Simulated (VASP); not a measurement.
InSb:

```
CELL_PARAMETERS angstrom
3.79890 0.00000 0.00000
0.00000 3.79890 0.00000
0.00000 0.00000 3.79890
ATOMIC_POSITIONS crystal
In 0.00000 0.00000 0.00000
Sb 0.50000 0.50000 0.50000
```

- Program: VASP 6.6.1
- Task: relaxation of cell and atoms
- Functional: r2SCAN
- Potentials or basis: VASP PAW PBE potentials, release 64 (In_d, Sb)
- Cutoff: 550 eV
- k mesh: 6 × 6 × 6
- Occupations: fermi-dirac, width 0.02 eV
- Spin: no spin polarisation

At the start: pressure -1.2 GPa; volume 27.41 Å³/atom.

Task: Where does the relaxation end?

Result: Over 3 steps the energy falls by 2.5 meV/atom and the volume is 26.77 Å³/atom (-2.3 %); space group Pm-3m (No. 221, to 0.1 Å) before and after.

The path:
```tsv
step	energy change (eV)	largest force (eV/Å)	pressure (GPa)	volume (Å³)
1	0.0000	0.0000	-1.20	54.82
2	-0.0046	0.0000	0.34	53.21
3	-0.0049	0.0000	0.01	53.54
```

Final structure:
```
In Sb
1.0
     3.76901    0.00000    0.00000
     0.00000    3.76901    0.00000
     0.00000    0.00000    3.76901
In Sb
1 1
Direct
  0.00000 0.00000 0.00000
  0.50000 0.50000 0.50000
```

Caveat: the highest band is partly filled, so the run has too few bands; the PAW data sets were made with another functional, which shifts forces and pressure a little.
